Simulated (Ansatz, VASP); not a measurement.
# ZnS: VASP beside Ansatz

Contents of INCAR:

```
ALGO = Normal
EDIFF = 1E-6
ENCUT = 520
GGA = PS
ISIF = 2
ISMEAR = 0
LASPH = True
LCHARG = False
LREAL = False
LWAVE = False
NBANDS = 26
NELM = 100
PREC = Accurate
SIGMA = 0.05
```

KPOINTS

```
k-points
0
Gamma
  9 9 6
```

The input POSCAR:

```
ZnS
1.0
    3.9892940558      0.0000000000      0.0000000000
   -1.9946470279      3.4548299955      0.0000000000
    0.0000000000      0.0000000000      5.8016303454
Zn S
2 2
Direct
    0.3333333333      0.6666666667      0.0054424479
    0.6666666667      0.3333333333      0.5054424479
    0.3333333333      0.6666666667      0.3795575521
    0.6666666667      0.3333333333      0.8795575521
```

Input for Ansatz:

```yaml
crystal:
  lattice:
    - [3.9892940558, 0.0, 0.0]
    - [-1.9946470279, 3.4548299955, 0.0]
    - [0.0, 0.0, 5.8016303454]
  atoms:
    - { symbol: Zn, position: [0.3333333333, 0.6666666667, 0.0054424479] }
    - { symbol: Zn, position: [0.6666666667, 0.3333333333, 0.5054424479] }
    - { symbol: S, position: [0.3333333333, 0.6666666667, 0.3795575521] }
    - { symbol: S, position: [0.6666666667, 0.3333333333, 0.8795575521] }
basis:
  ecutwfc: 520.0
kpoints:
  mp_grid: { grid: [9, 9, 6] }
hamiltonian:
  xc: pbesol
  pseudopotentials: { kind: paw }
scf:
  occupations: { method: gaussian, width: 0.05 }
output:
  forces: true
  stress: true
  eigenvalues: true
```

Alike in both runs: task single point; functional PBEsol; k mesh 9 × 9 × 6; occupations gaussian, width 0.05 eV; no spin polarisation.

|  | VASP | Ansatz |
| --- | --- | --- |
| version | VASP 6.6.1 | Ansatz 0.2.0 |
| potentials or method | VASP PAW PBE potentials, release 64 (Zn, S), cutoff 520 eV | scalar-relativistic, plane waves, PAW |
| valence electrons in the cell | 36 | 36 |

Ansatz gave:

* gap on the k mesh at the Fermi level (eV): 1.95
* least direct gap on the mesh (eV): 1.95
* pressure (GPa): -0.7
* traceless stress, the component that is largest in VASP (GPa): 12.47
* rms of the force components (eV/Å): 0.659

Question: Which values does VASP return?

Answer: gap on the k mesh at the Fermi level (eV): 1.95; least direct gap on the mesh (eV): 1.95; pressure (GPa): -0.5; traceless stress, the component that is largest in VASP (GPa): 12.50; rms of the force components (eV/Å): 0.663.

VASP's potentials were made for PBE, not for PBEsol. Atom by atom the forces differ by 0.004 eV/Å (rms over components).
